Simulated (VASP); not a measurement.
# Hf (P6/mmm) in VASP: further runs, part 2 of 2

VASP 6.6.1. The steps go on from the part before.

## Step 3: Single point, r2SCAN (volume scaled by 0.88)

Contents of POSCAR:

```
Hf
1.0
    4.7650352800      0.0000000000      0.0000000000
   -2.3825176400      4.1266416024      0.0000000000
    0.0000000000      0.0000000000      2.9622872308
Hf
3
Direct
    0.0000000000      0.0000000000      0.0000000000
    0.3333333333      0.6666666667      0.5000000000
    0.6666666667      0.3333333333      0.5000000000
```

Contents of INCAR.step1:

```
ALGO     = Normal         # electronic algorithm
EDIFF    = 1E-4           # SCF threshold, eV
ENCUT    = 520            # plane-wave cutoff, eV
GGA      = PE             # functional
ISMEAR   = -1             # smearing method
LASPH    = T              # aspherical terms in the spheres
LCHARG   = F              # write CHGCAR
LREAL    = F              # projectors in reciprocal space
LWAVE    = T              # write WAVECAR
NBANDS   = 22             # bands
NELM     = 100            # most SCF steps
PREC     = Accurate       # precision mode
SIGMA    = 0.1            # smearing width, eV
```

Contents of INCAR.step2:

```
ALGO     = Normal         # electronic algorithm
EDIFF    = 1E-6           # SCF threshold, eV
ENCUT    = 520            # plane-wave cutoff, eV
ISIF     = 2              # what is computed and relaxed
ISMEAR   = -1             # smearing method
ISTART   = 1            
LASPH    = T              # aspherical terms in the spheres
LCHARG   = T              # write CHGCAR
LELF     = T              # ELF
LMIXTAU  = T            
LREAL    = F              # projectors in reciprocal space
LVHAR    = T            
LWAVE    = F              # write WAVECAR
METAGGA  = R2SCAN         # meta-GGA
NBANDS   = 22             # bands
NELM     = 100            # most SCF steps
PREC     = Accurate       # precision mode
SIGMA    = 0.1            # smearing width, eV
```

Contents of KPOINTS:

```
k-points
0
Gamma
  8 8 11
```

Potentials or basis: VASP PAW PBE potentials, release 64 (Hf_pv).

Started as:

```bash
$ cat potpaw_PBE.64/Hf_pv/POTCAR > POTCAR
$ cp INCAR.step1 INCAR
$ mpirun -np 1 vasp_std > vasp.out
$ cp INCAR.step2 INCAR
$ mpirun -np 1 vasp_std > vasp.out
```

OUTCAR:

```text
EDIFF = 1E-6
   ENCUT = 520
   ISIF = 2
   ISMEAR = -1
   ISTART = 1
   LASPH = T
   LREAL = F
   METAGGA = R2SCAN
   NELM = 100
   PREC = Accurate

 ion  position               nearest neighbor table
   1  0.000  0.000  0.000-   2 3.12   3 3.12   2 3.12   3 3.12   2 3.12   2 3.12   3 3.12   3 3.12
                             3 3.12   3 3.12   2 3.12   2 3.12
   2  0.333  0.667  0.500-   3 2.75   3 2.75   3 2.75   1 3.12   1 3.12   1 3.12   1 3.12   1 3.12
                             1 3.12
   3  0.667  0.333  0.500-   2 2.75   2 2.75   2 2.75   1 3.12   1 3.12   1 3.12   1 3.12   1 3.12
                             1 3.12

  LATTYP: Found a hexagonal cell.
 ALAT       =     4.7650352800
 C/A-ratio  =     0.6216716261

  Lattice vectors:

 A1 = (   4.7650352800,   0.0000000000,   0.0000000000)
 A2 = (  -2.3825176400,   4.1266416024,   0.0000000000)
 A3 = (   0.0000000000,   0.0000000000,   2.9622872308)

Analysis of symmetry for initial positions (statically):
=====================================================================
 Subroutine PRICEL returns:
 Original cell was already a primitive cell.

 Routine SETGRP: Setting up the symmetry group for a
 hexagonal supercell.

 Subroutine GETGRP returns: Found 24 space group operations
 (whereof 24 operations were pure point group operations)
 out of a pool of 24 trial point group operations.

The static configuration has the point symmetry D_6h.

Analysis of symmetry for dynamics (positions and initial velocities):
=====================================================================
 Subroutine PRICEL returns:
 Original cell was already a primitive cell.

 Routine SETGRP: Setting up the symmetry group for a
 hexagonal supercell.

 Subroutine GETGRP returns: Found 24 space group operations
[... 112 lines left out ...]
   ISYM   =      2    0-nonsym 1-usesym 2-fastsym
   POTIM  = 0.5000    time-step for ionic-motion
   TEBEG  =    0.0;   TEEND  =   0.0 temperature during run
   PSTRESS=    0.0 pullay stress
   NELECT =      30.0000    total number of electrons
   NUPDOWN=      -1.0000    fix difference up-down
   EMIN   =  10.00;   EMAX   =-10.00  energy-range for DOS
   EFERMI =   0.00;   METHOD = LEGACY
   ISMEAR =    -1;   SIGMA  =   0.10  broadening in eV -4-tet -1-fermi 0-gaus
   EFERMI_NEDOS =   21; number of points for ismear=-14 and -15
   IALGO  =     38    algorithm
   IMIX   =      4    mixing-type and parameters
     AMIX     =   0.40;   BMIX     =  1.00
     AMIX_MAG =   1.60;   BMIX_MAG =  1.00
  volume/ion in A,a.u.               =      19.42       131.03
  Fermi-wavevector in a.u.,A,eV,Ry     =   1.312256  2.479804 23.429448  1.722016
  Thomas-Fermi vector in A             =   2.442661
   LORBIT       =      0    0 simple, 1 ext, 2 COOP (PROOUT), +10 PAW based schemes
   METAGGA = R2SCAN    functional components
   LHFCALC =     F    Hartree Fock is set to
   AEXX    =    0.0000 exact exchange contribution
   IVDW    =     0    specifies the selected vdW correction
   LEPSILON=     F    determine dielectric tensor
   LRPA    =     F    only Hartree local field effects (RPA)
 non-spin polarized calculation
  energy-cutoff  :      520.00
  volume of cell :       58.25
 maximum number of plane-waves:      1589
 NGX is ok and might be reduce to    36
   NGX = 17   NGY = 17   NGZ = 11

 number of electron      30.0000001 magnetization

 Free energy of the ion-electron system (eV)
  ---------------------------------------------------
  ext. energy  EPLUGINS =         0.00000000
  ---------------------------------------------------
  free energy    TOTEN  =      -135.00825927 eV

  energy without entropy =     -134.94079108  energy(sigma->0) =     -134.97452518

 E-fermi :   5.6673     XC(G=0): -12.8944

 val. band max:        5.6239755285   @ k =   0.2500   0.1250   0.0909
 cond. band min:       5.6892441087   @ k =   0.3750   0.1250   0.3636
 fundamental gap:      0.0652685803
 Fermi energy:         5.6672785551

 k-point     1 :       0.0000    0.0000    0.0000
  band No.  band energies     occupation
      1     -26.0912      2.00000
      2     -26.0912      2.00000
      3     -25.9364      2.00000
      4     -25.9364      2.00000
      5     -25.3911      2.00000
      6     -25.0772      2.00000
[... 589 lines left out ...]
     21       9.5596      0.00000
     22      10.2079      0.00000

 [... further k-points ...]
[... 5 lines left out ...]
  --------------------------------------------------------------------------------------
  -------------------------------------------------------------------------------------
  Total        6.1703493      6.1703493      6.5137748      0.0000000      0.0000000      0.0000000
  in kB      169.7189333    169.7189333    179.1650446      0.0000000      0.0000000      0.0000000
  external PRESSURE =     172.8676371 kB  Pullay stress =       0.0000000 kB

 VOLUME and BASIS-vectors are now :
 -----------------------------------------------------------------------------
  energy-cutoff  :      520.00
  volume of cell :       58.25
      direct lattice vectors                 reciprocal lattice vectors
     4.765035280  0.000000000  0.000000000     0.209862035  0.121163902  0.000000000
    -2.382517640  4.126641602  0.000000000     0.000000000  0.242327805  0.000000000
     0.000000000  0.000000000  2.962287231     0.000000000  0.000000000  0.337576988

 POSITION                                       TOTAL-FORCE (eV/Angst)
 -----------------------------------------------------------------------------------
      0.00000      0.00000      0.00000        -0.000000      0.000000     -0.000000
     -0.00000      2.75109      1.48114        -0.000000      0.000000      0.000000
      2.38252      1.37555      1.48114         0.000000      0.000000     -0.000000
 -----------------------------------------------------------------------------------
    total drift:                                0.000000     -0.000000     -0.000000

  FREE ENERGIE OF THE ION-ELECTRON SYSTEM (eV)
  ---------------------------------------------------
  free  energy   TOTEN  =      -135.0082592733 eV

  energy  without entropy=     -134.9407910791  energy(sigma->0) =     -134.97452518
```

OSZICAR.step1:

```text
N       E                     dE             d eps       ncg     rms          rms(c)
DAV:   1     0.100721102309E+03    0.10072E+03   -0.16574E+04  2648   0.132E+03
DAV:   2    -0.249714993181E+02   -0.12569E+03   -0.11940E+03  3060   0.309E+02
DAV:   3    -0.300734913627E+02   -0.51020E+01   -0.48286E+01  3532   0.394E+01
DAV:   4    -0.301522646539E+02   -0.78773E-01   -0.78621E-01  3012   0.498E+00
DAV:   5    -0.301536236835E+02   -0.13590E-02   -0.13586E-02  3466   0.562E-01    0.873E+01
DAV:   6    -0.294823238693E+02    0.67130E+00   -0.56486E-01  2934   0.518E+00    0.515E+01
DAV:   7    -0.292478846872E+02    0.23444E+00   -0.99924E-01  2856   0.620E+00    0.261E+00
DAV:   8    -0.292394458361E+02    0.84389E-02   -0.67310E-02  3382   0.164E+00    0.207E+00
DAV:   9    -0.292356450675E+02    0.38008E-02   -0.19697E-02  3130   0.108E+00    0.879E-01
DAV:  10    -0.292356488616E+02   -0.37941E-05   -0.21223E-03  3172   0.292E-01    0.162E-01
DAV:  11    -0.292356489881E+02   -0.12649E-06   -0.43149E-05  1898   0.517E-02
   1 F= -.29235649E+02 E0= -.29197554E+02  d E =-.761905E-01
```

Wall time 99 s (1 thread of Intel Xeon 6975P-C (Granite Rapids), shared host); peak memory 0.21 GiB.

Results:

```yaml
Free_energy: -135.0083 eV
Pressure: 17.3 GPa
Band_gap_on_the_k_mesh: zero (band 15 reaches 6.10 eV, above the bottom of band 16 at 5.14 eV)
```

Stress tensor (GPa, compression positive):
```
16.97  0.00  0.00
 0.00 16.97  0.00
 0.00  0.00 17.92
```

Levels at points of the mesh, in eV from the Fermi level:
| k point | band 12 | band 13 | band 14 | band 15 | band 16 | band 17 | band 18 | band 19 |
| --- | --- | --- | --- | --- | --- | --- | --- | --- |
| (0.00, 0.00, 0.00) | -0.77 | -0.77 | -0.69 | -0.69 | -0.53 | 1.41 | 2.55 | 2.55 |
| (0.50, 0.00, 0.00) | -4.10 | -0.68 | -0.54 | -0.47 | 0.12 | 1.08 | 1.44 | 1.82 |

Caveat: the PAW data sets were made with another functional, which shifts forces and pressure a little; spin-orbit coupling is left out, which moves the levels of the heavy elements.

## Step 4: Single point, r2SCAN (volume scaled by 0.92)

Contents of POSCAR:

```
Hf
1.0
    4.8361656963      0.0000000000      0.0000000000
   -2.4180828481      4.1882423499      0.0000000000
    0.0000000000      0.0000000000      3.0065069924
Hf
3
Direct
    0.0000000000      0.0000000000      0.0000000000
    0.3333333333      0.6666666667      0.5000000000
    0.6666666667      0.3333333333      0.5000000000
```

Contents of INCAR.step1:

```
SYSTEM = Hf
  PREC = Accurate
  ENCUT = 520
  ISMEAR = -1
  SIGMA = 0.1
  LREAL = .FALSE.
  LASPH = .TRUE.
  NELM = 60
  NBANDS = 22
  GGA = PE
  ALGO = Normal
  EDIFF = 1E-4
  LWAVE = .TRUE.
  LCHARG = .FALSE.
```

Contents of INCAR.step2:

```
SYSTEM = Hf
  PREC = Accurate
  ENCUT = 520
  EDIFF = 1E-6
  ISMEAR = -1
  SIGMA = 0.1
  LREAL = .FALSE.
  LASPH = .TRUE.
  NELM = 60
  ALGO = Normal
  ISIF = 2
  LWAVE = .FALSE.
  LCHARG = .FALSE.
  METAGGA = R2SCAN
  LMIXTAU = .TRUE.
  NBANDS = 22
  ISTART = 1
```

Contents of KPOINTS:

```
regular mesh
0
G
  8 8 11
  0 0 0
```

Started as:

```bash
$ cat potpaw_PBE.64/Hf_pv/POTCAR > POTCAR
$ cp INCAR.step1 INCAR
$ mpirun -np 1 vasp_std > vasp.out
$ cp INCAR.step2 INCAR
$ mpirun -np 1 vasp_std > vasp.out
```

Wall time 1.8 min (1 thread of Intel Xeon 6975P-C (Granite Rapids), shared host); peak memory 0.22 GiB.

It converged, with:

```
Free energy            : -135.2345 eV
Pressure               : 10.2 GPa
Band gap on the k mesh : zero (band 15 reaches 5.65 eV, above the bottom of band 16 at 4.81 eV)
```

Stress tensor (GPa, compression positive):
```
10.03  0.00  0.00
 0.00 10.03  0.00
 0.00  0.00 10.65
```

Levels at points of the mesh, in eV from the Fermi level:
| k point | band 11 | band 12 | band 13 | band 14 | band 15 | band 16 | band 17 | band 18 | band 19 | band 20 |
| --- | --- | --- | --- | --- | --- | --- | --- | --- | --- | --- |
| (0.00, 0.00, 0.00) | -2.87 | -0.79 | -0.79 | -0.70 | -0.70 | -0.53 | 1.39 | 2.49 | 2.49 | 3.29 |
| (0.50, 0.00, 0.00) | -4.81 | -3.94 | -0.60 | -0.45 | -0.41 | 0.17 | 1.06 | 1.21 | 1.81 | 3.43 |

Caveat: the PAW data sets were made with another functional, which shifts forces and pressure a little; spin-orbit coupling is left out, which moves the levels of the heavy elements.

## Step 5: Summary

| cell | k mesh | gap on the mesh (eV) | pressure (GPa) |
| --- | --- | --- | --- |
| a = 4.972, b = 4.972, c = 3.091 Å, angles 90.0, 90.0, 120.0°, 3 atoms | 7 × 7 × 10 | none | -0.5 |
| a = 4.765, b = 4.765, c = 2.962 Å, angles 90.0, 90.0, 120.0°, 3 atoms | 8 × 8 × 11 | none | 17.3 |
| a = 4.836, b = 4.836, c = 3.007 Å, angles 90.0, 90.0, 120.0°, 3 atoms | 8 × 8 × 11 | none | 10.2 |

Alike in all rows: task single point; level r2SCAN; potentials or basis VASP PAW PBE potentials, release 64 (Hf_pv); no spin polarisation; cutoff (eV) 520; smearing fermi-dirac 0.1 eV.

Caveats: the PAW data sets were made with another functional, which shifts forces and pressure a little; spin-orbit coupling is left out, which moves the levels of the heavy elements.

Total energies depend on the potentials used, so only differences within one code and one set of settings carry meaning.
